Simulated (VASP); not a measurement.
A run of VASP 6.6.1 is set up as follows.

The input POSCAR:

```
LiCl
1.0
    3.2718446951      0.0000000000      0.0000000000
    0.0000000000      3.2718446951      0.0000000000
    0.0000000000      0.0000000000      3.2718446951
Li Cl
1 1
Direct
    0.0000000000      0.0000000000      0.0000000000
    0.5000000000      0.5000000000      0.5000000000
```

Contents of INCAR.step1:

```
SYSTEM = LiCl
PREC = Accurate ; ENCUT = 520
ISMEAR = 0 ; SIGMA = 0.02
LREAL = .FALSE. ; LASPH = .TRUE.
NELM = 100 ; NBANDS = 12
GGA = PE ; ALGO = Normal
EDIFF = 1E-4 ; LWAVE = .TRUE.
LCHARG = .FALSE.
```

File INCAR.step2:

```
SYSTEM = LiCl
PREC = Accurate ; ENCUT = 520
EDIFF = 1E-6 ; ISMEAR = 0
SIGMA = 0.02 ; LREAL = .FALSE.
LASPH = .TRUE. ; NELM = 100
ALGO = Normal ; ISIF = 2
LWAVE = .FALSE. ; LCHARG = .FALSE.
METAGGA = R2SCAN ; LMIXTAU = .TRUE.
NBANDS = 12 ; ISTART = 1
```

The input KPOINTS:

```
regular mesh
0
G
  8 8 8
  0 0 0
```

Potentials or basis: VASP PAW PBE potentials, release 64 (Li_sv, Cl).

Launch:

```sh
$ cat potpaw_PBE.64/Li_sv/POTCAR potpaw_PBE.64/Cl/POTCAR > POTCAR
$ cp INCAR.step1 INCAR
$ mpirun -np 1 vasp_std > vasp.out
$ cp INCAR.step2 INCAR
$ mpirun -np 1 vasp_std > vasp.out
```

(1) What does it give for the band gap on the k mesh?

Answers

(1) 5.39 eV (least direct gap 5.97 eV).
